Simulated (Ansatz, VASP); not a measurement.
SiO2 in VASP and in Ansatz

```
CELL_PARAMETERS angstrom
4.16670 0.00000 0.00000
0.00000 4.16670 0.00000
0.00000 0.00000 2.69115
ATOMIC_POSITIONS crystal
Si 0.00000 0.00000 0.00000
Si 0.50000 0.50000 0.50000
O 0.30526 0.30526 0.00000
O 0.19474 0.80526 0.50000
O 0.69474 0.69474 0.00000
O 0.80526 0.19474 0.50000
```

Change from the starting cell: z stretched by +1 %, ions relaxed.

Alike in both runs: functional PBE; k mesh 7 × 7 × 11; occupations fermi-dirac, width 0.02 eV; no spin polarisation.

Ansatz relaxed the structure, and its values are those at the end. VASP's run is a single point on that final structure, the one shown.

|  | VASP | Ansatz |
| --- | --- | --- |
| version | VASP 6.6.1 | Ansatz 0.2.0 |
| potentials or method | VASP PAW PBE potentials, release 64 (Si, O) | plane-wave PAW, scalar-relativistic |
| plane-wave cutoff (eV) | 520 | 420 |
| valence electrons in the cell | 32 | 32 |

Ansatz gave:

```
gap on the k mesh at the Fermi level (eV) : 5.49
pressure (GPa)                            : 8.8
rms of the force components (eV/Å)        : 0.003
```

Question: Which values does VASP return?

Answer: gap on the k mesh at the Fermi level (eV): 5.47; pressure (GPa): 9.0; rms of the force components (eV/Å): 0.003.

The functional is the same, so the differences come from potentials, cutoffs and numerics. Ansatz's warnings: stress scf threshold loose.
